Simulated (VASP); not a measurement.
Here is a VASP 6.6.1 calculation.

INCAR

```
PREC = Accurate ; ENCUT = 520
EDIFF = 1E-6 ; ISMEAR = -1
SIGMA = 0.05 ; LREAL = False
LASPH = True ; NELM = 80
ALGO = Normal ; ISIF = 2
LWAVE = False ; LCHARG = False
GGA = PE ; NBANDS = 22
```

The input KPOINTS:

```
regular mesh
0
Gamma
  7 7 7
```

POSCAR

```
Bi
1.0
    2.3119720748      1.3348176998      4.0152352947
   -2.3119720748      1.3348176998      4.0152352947
    0.0000000000     -2.6696353996      4.0152352947
Bi
2
Direct
    0.7660000000      0.7660000000      0.7660000000
    0.2340000000      0.2340000000      0.2340000000
```

Potentials or basis: VASP PAW PBE potentials, release 64 (Bi_d).

Launch:

```console
$ cat potpaw_PBE.64/Bi_d/POTCAR > POTCAR
$ mpirun -np 1 vasp_std > vasp.out
```

(1) What does it give for the largest force?

(2) Estimate the band gap on the k mesh.

(3) What does it give for the pressure?

Answers

(1) 0.048 eV/Å.

(2) 0.24 eV, indirect (least direct gap 0.49 eV).

(3) -0.6 GPa.

Caveat: spin-orbit coupling is left out, which moves the levels of the heavy elements.
